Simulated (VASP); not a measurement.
# Hf (P6_3/mmc) in VASP: a series of runs

Runs on Hf. Level: PBE. Tasks: single point.

Program: VASP 6.6.1. These are calculated values, not measurements. Logs are shortened: lines on timing, memory, paths and dates and some standing lists are left out, and cuts for length are marked.

## Step 1: The cell of the first run

Symmetry: P6_3/mmc, No. 194, hexagonal system. The conventional cell has a = 3.205 Å, b = 3.205 Å, c = 4.865 Å, α = 90.00°, β = 90.00°, γ = 120.00°. Hf (site symmetry -6m2) has 12 Hf at 3.06 to 3.20 Å within 4.0 Å.

## Step 2: Single point, PBE

INCAR reads:

```
SYSTEM = Hf
PREC     = Accurate       ! precision mode
ENCUT    = 500            ! plane-wave cutoff, eV
EDIFF    = 1E-6           ! SCF threshold, eV
ISMEAR   = 0              ! smearing method
SIGMA    = 0.15           ! smearing width, eV
LREAL    = .FALSE.        ! projectors in reciprocal space
LASPH    = .TRUE.         ! aspherical terms in the spheres
NELM     = 120            ! most SCF steps
ALGO     = Normal         ! electronic algorithm
ISIF     = 2              ! what is computed and relaxed
LWAVE    = .FALSE.        ! write WAVECAR
LCHARG   = .FALSE.        ! write CHGCAR
GGA      = PE             ! functional
NBANDS   = 17             ! bands
GGA_COMPAT= .FALSE.
```

KPOINTS reads:

```
regular mesh
0
G
  18 18 10
  0 0 0
```

POSCAR reads:

```
Hf
1.0
    3.2048170381      0.0000000000      0.0000000000
   -1.6024085190      2.7754529695      0.0000000000
    0.0000000000      0.0000000000      4.8650000000
Hf
2
Direct
    0.3333333333      0.6666666667      0.2500000000
    0.6666666667      0.3333333333      0.7500000000
```

Potentials or basis: VASP PAW PBE potentials, release 64 (Hf_pv).

The run is started by

```
> cat potpaw_PBE.64/Hf_pv/POTCAR > POTCAR
> mpirun -np 1 vasp_std > vasp.out
```

OUTCAR:

```text
SYSTEM = Hf
   PREC = Accurate
   ENCUT = 500
   EDIFF = 1E-6
   ISMEAR = 0
   LREAL = .FALSE.
   LASPH = .TRUE.
   NELM = 120
   ISIF = 2
   GGA = PE

 ion  position               nearest neighbor table
   1  0.333  0.667  0.250-   2 3.06   2 3.06   2 3.06   2 3.06   2 3.06   2 3.06
   2  0.667  0.333  0.750-   1 3.06   1 3.06   1 3.06   1 3.06   1 3.06   1 3.06

  LATTYP: Found a hexagonal cell.
 ALAT       =     3.2048170381
 C/A-ratio  =     1.5180273763

  Lattice vectors:

 A1 = (   3.2048170381,   0.0000000000,   0.0000000000)
 A2 = (  -1.6024085190,   2.7754529695,   0.0000000000)
 A3 = (   0.0000000000,   0.0000000000,   4.8650000000)

Analysis of symmetry for initial positions (statically):
=====================================================================
 Subroutine PRICEL returns:
 Original cell was already a primitive cell.

 Routine SETGRP: Setting up the symmetry group for a
 hexagonal supercell.

 Subroutine GETGRP returns: Found 24 space group operations
 (whereof 12 operations were pure point group operations)
 out of a pool of 24 trial point group operations.

The static configuration has the point symmetry D_3d.
 The point group associated with its full space group is D_6h.

Analysis of symmetry for dynamics (positions and initial velocities):
=====================================================================
 Subroutine PRICEL returns:
 Original cell was already a primitive cell.

 Routine SETGRP: Setting up the symmetry group for a
 hexagonal supercell.

 Subroutine GETGRP returns: Found 24 space group operations
 (whereof 12 operations were pure point group operations)
 out of a pool of 24 trial point group operations.

The dynamic configuration has the point symmetry D_3d.
 The point group associated with its full space group is D_6h.

 Subroutine INISYM returns: Found 24 space group operations
 (whereof 12 operations are pure point group operations),
 and found     1 'primitive' translations

----------------------------------------------------------------------------------------

                                     Primitive cell

  volume of cell :      43.2733

  direct lattice vectors                    reciprocal lattice vectors
     3.204817038  0.000000000  0.000000000     0.312030293  0.180150774  0.000000000
    -1.602408519  2.775452969  0.000000000     0.000000000  0.360301548  0.000000000
     0.000000000  0.000000000  4.865000000     0.000000000  0.000000000  0.205549846

  length of vectors
     3.204817038  3.204817038  4.865000000     0.360301548  0.360301548  0.205549846

  position of ions in fractional coordinates (direct lattice)
     0.333333333  0.666666667  0.250000000
     0.666666667  0.333333333  0.750000000

  ion indices of the primitive-cell ions
   primitive index   ion index
                 1           1
                 2           2

----------------------------------------------------------------------------------------

 KPOINTS: regular mesh

Automatic generation of k-mesh.
 Grid dimensions read from file:
 generate k-points for:   18   18   10

 Generating k-lattice:

  Cartesian coordinates                     Fractional coordinates (reciprocal lattice)
     0.017335016  0.010008376  0.000000000     0.055555556  0.000000000  0.000000000
     0.000000000  0.020016753  0.000000000     0.000000000  0.055555556  0.000000000
     0.000000000  0.000000000  0.020554985     0.000000000  0.000000000  0.100000000

  Length of vectors
     0.020016753  0.020016753  0.020554985

  Shift w.r.t. Gamma in fractional coordinates (k-lattice)
     0.000000000  0.000000000  0.000000000

 Subroutine IBZKPT returns following result:
 ===========================================

 Found    222 irreducible k-points:

 Following reciprocal coordinates:
            Coordinates               Weight
  0.000000  0.000000  0.000000      1.000000
  0.055556 -0.000000  0.000000      6.000000
  0.111111 -0.000000  0.000000      6.000000
  0.166667 -0.000000  0.000000      6.000000
  0.222222 -0.000000  0.000000      6.000000
  0.277778  0.000000  0.000000      6.000000
[... 16 lines left out ...]
  0.333333  0.111111  0.000000     12.000000
  0.388889  0.111111  0.000000     12.000000
 [... further k-points ...]
   k-points           NKPTS =    222   k-points in BZ     NKDIM =    222   number of bands    NBANDS=     17
   number of dos      NEDOS =    301   number of ions     NIONS =      2
   total plane-waves  NPLWV =  20736
   dimension x,y,z NGX =    24 NGY =   24 NGZ =   36
   dimension x,y,z NGXF=    48 NGYF=   48 NGZF=   72
   ions per type =               2
   NGX,Y,Z   is equivalent  to a cutoff of  12.45, 12.45, 12.30 a.u.
   NGXF,Y,Z  is equivalent  to a cutoff of  24.90, 24.90, 24.60 a.u.
 SYSTEM =  Hf
   PREC   = accura    normal or accurate (medium, high low for compatibility)
   ISTART =      0    job   : 0-new  1-cont  2-samecut
   ICHARG =      2    charge: 1-file 2-atom 10-const
   ISPIN  =      1    spin polarized calculation?
   LNONCOLLINEAR =      F non collinear calculations
   LSORBIT =      F    spin-orbit coupling
   LASPH  =      T    aspherical Exc in radial PAW
   ENCUT  =  500.0 eV  36.75 Ry    6.06 a.u.   5.84  5.84  8.87*2*pi/ulx,y,z
   NELM   =    120;   NELMIN=  2; NELMDL= -5     # of ELM steps
   EDIFF  = 0.1E-05   stopping-criterion for ELM
   LREAL  =      F    real-space projection
   EDIFFG = 0.1E-04   stopping-criterion for IOM
   NSW    =      0    number of steps for IOM
   IBRION =     -1    ionic relax: 0-MD 1-quasi-New 2-CG
   NFREE  =      0    steps in history (QN), initial steepest desc. (CG)
   ISIF   =      2    stress and relaxation
   ISYM   =      2    0-nonsym 1-usesym 2-fastsym
   POTIM  = 0.5000    time-step for ionic-motion
   TEBEG  =    0.0;   TEEND  =   0.0 temperature during run
   PSTRESS=    0.0 pullay stress
   NELECT =      20.0000    total number of electrons
   NUPDOWN=      -1.0000    fix difference up-down
   EMIN   =  10.00;   EMAX   =-10.00  energy-range for DOS
   EFERMI =   0.00;   METHOD = LEGACY
   ISMEAR =     0;   SIGMA  =   0.15  broadening in eV -4-tet -1-fermi 0-gaus
   EFERMI_NEDOS =   21; number of points for ismear=-14 and -15
   IALGO  =     38    algorithm
   IMIX   =      4    mixing-type and parameters
     AMIX     =   0.40;   BMIX     =  1.00
     AMIX_MAG =   1.60;   BMIX_MAG =  1.00
  volume/ion in A,a.u.               =      21.64       146.01
  Fermi-wavevector in a.u.,A,eV,Ry     =   1.265741  2.391904 21.797897  1.602100
  Thomas-Fermi vector in A             =   2.398978
   LORBIT       =      0    0 simple, 1 ext, 2 COOP (PROOUT), +10 PAW based schemes
   GGA     = PE    functional components
   LHFCALC =     F    Hartree Fock is set to
   AEXX    =    0.0000 exact exchange contribution
   IVDW    =     0    specifies the selected vdW correction
   LEPSILON=     F    determine dielectric tensor
   LRPA    =     F    only Hartree local field effects (RPA)
 non-spin polarized calculation
 Gauss-broadening in eV      SIGMA  =   0.15
  energy-cutoff  :      500.00
  volume of cell :       43.27
 maximum number of plane-waves:      1112
 NGX is ok and might be reduce to    24
   NGX = 11   NGY = 11   NGZ = 17

 number of electron      20.0000006 magnetization

 Free energy of the ion-electron system (eV)
  ---------------------------------------------------
  ext. energy  EPLUGINS =         0.00000000
  ---------------------------------------------------
  free energy    TOTEN  =       -19.81609211 eV

  energy without entropy =      -19.79986213  energy(sigma->0) =      -19.80797712

 E-fermi :   5.1734     XC(G=0): -11.4346

 val. band max:        5.1732825209   @ k =   0.3333   0.3333   0.3000
 cond. band min:       5.1830720028   @ k =   0.1111   0.0556   0.4000
 fundamental gap:      0.0097894819
 Fermi energy:         5.1734137117

 k-point     1 :       0.0000    0.0000    0.0000
  band No.  band energies     occupation
      1     -25.9599      2.00000
      2     -25.1284      2.00000
      3     -25.1284      2.00000
      4     -24.9535      2.00000
      5     -24.9535      2.00000
      6     -24.9108      2.00000
[... 9 lines left out ...]
     16       7.5261      0.00000
     17      10.5985      0.00000

 k-point     2 :       0.0556   -0.0000    0.0000
  band No.  band energies     occupation
      1     -25.9509      2.00000
      2     -25.1452      2.00000
      3     -25.1347      2.00000
      4     -24.9717      2.00000
      5     -24.9552      2.00000
      6     -24.9159      2.00000
[... 9 lines left out ...]
     16       7.4334      0.00000
     17      10.6861      0.00000

 k-point     3 :       0.1111   -0.0000    0.0000
  band No.  band energies     occupation
      1     -25.9242      2.00000
      2     -25.1936      2.00000
      3     -25.1524      2.00000
      4     -25.0234      2.00000
      5     -24.9604      2.00000
      6     -24.9311      2.00000
[... 9 lines left out ...]
     16       7.5905      0.00000
     17      10.9052      0.00000

 k-point     4 :       0.1667   -0.0000    0.0000
  band No.  band energies     occupation
      1     -25.8814      2.00000
      2     -25.2679      2.00000
      3     -25.1786      2.00000
      4     -25.1006      2.00000
      5     -24.9691      2.00000
      6     -24.9562      2.00000
[... 9 lines left out ...]
     16       8.0000      0.00000
     17      11.1814      0.00000
[... 343 lines left out ...]
      1     -25.6661      2.00000
      2     -25.5382      2.00000
      3     -25.4112      2.00000
      4     -25.2645      2.00000
      5     -25.0988      2.00000
      6     -25.0454      2.00000
[... 9 lines left out ...]
     16      10.4645      0.00000
     17      11.7232      0.00000

 k-point    23 :       0.3333    0.1111    0.0000
  band No.  band energies     occupation
      1     -25.6095      2.00000
      2     -25.5968      2.00000
      3     -25.4489      2.00000
      4     -25.3081      2.00000
      5     -25.1512      2.00000
      6     -25.0595      2.00000
[... 9 lines left out ...]
     16      11.2458      0.00000
     17      11.8203      0.00000

 k-point    24 :       0.3889    0.1111    0.0000
  band No.  band energies     occupation
      1     -25.6557      2.00000
      2     -25.5403      2.00000
      3     -25.4730      2.00000
      4     -25.3366      2.00000
      5     -25.1967      2.00000
      6     -25.0687      2.00000
[... 9 lines left out ...]
     16      11.8764      0.00000
     17      11.9387      0.00000

 [... further k-points ...]

------------------------ aborting loop because EDIFF is reached ----------------------------------------

  FORCE on cell =-STRESS in cart. coord.  units (eV):
  Direction    XX          YY          ZZ          XY          YZ          ZX
  --------------------------------------------------------------------------------------
  -------------------------------------------------------------------------------------
  Total        0.6952315      0.6952315      2.2304183      0.0000000      0.0000000     -0.0000000
  in kB       25.7406826     25.7406826     82.5803940      0.0000000      0.0000000     -0.0000000
  external PRESSURE =      44.6872530 kB  Pullay stress =       0.0000000 kB

 VOLUME and BASIS-vectors are now :
 -----------------------------------------------------------------------------
  energy-cutoff  :      500.00
  volume of cell :       43.27
      direct lattice vectors                 reciprocal lattice vectors
     3.204817038  0.000000000  0.000000000     0.312030293  0.180150774  0.000000000
    -1.602408519  2.775452969  0.000000000     0.000000000  0.360301548  0.000000000
     0.000000000  0.000000000  4.865000000     0.000000000  0.000000000  0.205549846

 POSITION                                       TOTAL-FORCE (eV/Angst)
 -----------------------------------------------------------------------------------
     -0.00000      1.85030      1.21625         0.000000     -0.000000      0.000000
      1.60241      0.92515      3.64875        -0.000000      0.000000      0.000000
 -----------------------------------------------------------------------------------
    total drift:                                0.000000     -0.000000      0.000000

  FREE ENERGIE OF THE ION-ELECTRON SYSTEM (eV)
  ---------------------------------------------------
  free  energy   TOTEN  =       -19.8160921080 eV

  energy  without entropy=      -19.7998621298  energy(sigma->0) =      -19.80797712
```

Wall time 98 s (1 thread of Intel Xeon Platinum 8259CL at 2.50GHz (Skylake/Cascade Lake), shared host); peak memory 0.25 GiB.

Results:

```
Free energy            : -19.8161 eV
Pressure               : 4.5 GPa
Band gap on the k mesh : zero (bands 10 and 11 overlap by 1.50 eV)
```

Levels at points of the mesh, in eV from the Fermi level:
```
           k point  band 6  band 7  band 8  band 9  band 10  band 11  band 12  band 13  band 14  band 15
(0.00, 0.00, 0.00)  -30.08   -7.51   -3.75    1.07     1.07     1.12     1.87     2.04     2.04     2.35
(0.50, 0.00, 0.00)  -30.20   -3.47   -2.90   -2.28    -0.92     0.49     1.14     1.98     5.78     6.43
(0.00, 0.00, 0.50)  -30.21   -5.35   -5.35    0.33     0.33     0.86     0.86     0.86     0.86     4.98
(0.50, 0.00, 0.50)  -30.32   -3.53   -3.53   -0.94    -0.94     1.25     1.25     2.51     2.51     6.15
```

Caveat: the stress differs along the axes, from 3 to 8 GPa; spin-orbit coupling is left out, which moves the levels of the heavy elements.

## Step 3: Single point, PBE

This run uses another cell than the first one, of 21.83 Å³/atom.

INCAR reads:

```
  ALGO = Normal
  EDIFF = 1E-6
  ENCUT = 500
  GGA = PE
  GGA_COMPAT = F
  ISIF = 2
  ISMEAR = 0
  LASPH = T
  LCHARG = T
  LELF = T
  LREAL = F
  LVHAR = T
  LWAVE = F
  NBANDS = 17
  NELM = 120
  PREC = Accurate
  SIGMA = 0.15
```

KPOINTS reads:

```
k-points
0
Gamma
  18 18 10
```

POSCAR reads:

```
Hf
1.0
    3.0926000000      0.0000000000      0.0000000000
   -1.5463000000      2.6782701638      0.0000000000
    0.0000000000      0.0000000000      5.2704000000
Hf
2
Direct
    0.3333333333      0.6666666667      0.2500000000
    0.6666666667      0.3333333333      0.7500000000
```

Potentials or basis: VASP PAW PBE potentials, release 64 (Hf_pv).

The run is started by

```
> cat potpaw_PBE.64/Hf_pv/POTCAR > POTCAR
> mpirun -np 1 vasp_std > vasp.out
```

It took 1.8 min on 1 thread of Intel Xeon Platinum 8259CL at 2.50GHz (Skylake/Cascade Lake), shared host; peak memory 0.25 GiB.

The run converged. Its results:

```yaml
Free_energy: -19.7821 eV
Pressure: 3.2 GPa
Band_gap_on_the_k_mesh: zero (bands 10 and 11 overlap by 1.18 eV)
```

Stress tensor (GPa, compression positive):
```
 6.21  0.00  0.00
 0.00  6.21  0.00
 0.00  0.00 -2.96
```

Levels at points of the mesh, in eV from the Fermi level:
```
           k point  band 6  band 7  band 8  band 9  band 10  band 11  band 12  band 13  band 14  band 15
(0.00, 0.00, 0.00)  -30.03   -7.43   -3.96    0.17     0.78     1.37     1.37     2.03     2.03     3.34
(0.50, 0.00, 0.00)  -30.17   -3.30   -2.83   -2.38    -0.43     0.52     1.35     1.35     6.35     6.64
(0.00, 0.00, 0.50)  -30.07   -5.62   -5.62   -0.21    -0.21     1.39     1.39     1.39     1.39     5.00
(0.50, 0.00, 0.50)  -30.25   -3.45   -3.45   -1.21    -1.21     1.38     1.38     3.08     3.08     6.03
```

Caveat: the stress differs along the axes, from -3 to 6 GPa; spin-orbit coupling is left out, which moves the levels of the heavy elements.

## Step 4: Single point, PBE

This run uses another cell than the first one, of 22.21 Å³/atom.

INCAR reads:

```
PREC = Accurate
ENCUT = 500
EDIFF = 1E-6
ISMEAR = 0
SIGMA = 0.15
LREAL = F
LASPH = T
NELM = 120
ALGO = Normal
ISIF = 2
LWAVE = F
LCHARG = F
GGA = PE
NBANDS = 17
GGA_COMPAT = F
```

KPOINTS reads:

```
Automatic mesh
0
Gamma
  18 18 10
```

POSCAR reads:

```
Hf
1.0
    3.3170000000      0.0000000000      0.0000000000
   -1.6585000000      2.8726062644      0.0000000000
    0.0000000000      0.0000000000      4.6623000000
Hf
2
Direct
    0.3333333333      0.6666666667      0.2500000000
    0.6666666667      0.3333333333      0.7500000000
```

The run is started by

```
> cat potpaw_PBE.64/Hf_pv/POTCAR > POTCAR
> mpirun -np 1 vasp_std > vasp.out
```

It took 92 s on 1 thread of Intel Xeon Platinum 8259CL at 2.50GHz (Skylake/Cascade Lake), shared host; peak memory 0.25 GiB.

Results (log left out):

```
Free energy            : -19.6969 eV
Pressure               : 2.1 GPa
Band gap on the k mesh : zero (bands 10 and 11 overlap by 1.53 eV)
```

Stress tensor (GPa, compression positive):
```
-2.57  0.00  0.00
 0.00 -2.57  0.00
 0.00  0.00 11.52
```

Levels at points of the mesh, in eV from the Fermi level:
```tsv
k point	band 8	band 9	band 10	band 11	band 12	band 13
(0.00, 0.00, 0.00)	-3.54	0.87	0.87	1.74	1.74	1.77
(0.50, 0.00, 0.00)	-2.84	-2.01	-1.23	0.05	1.57	2.39
(0.00, 0.00, 0.50)	-5.05	0.47	0.47	0.47	0.47	0.73
(0.50, 0.00, 0.50)	-3.40	-0.68	-0.68	1.18	1.18	2.12
```

Caveat: the stress differs along the axes, from -3 to 12 GPa; spin-orbit coupling is left out, which moves the levels of the heavy elements.

[end of part 1 of 2]

The gap in the log of VASP goes by the Fermi energy; the results here count the filled bands.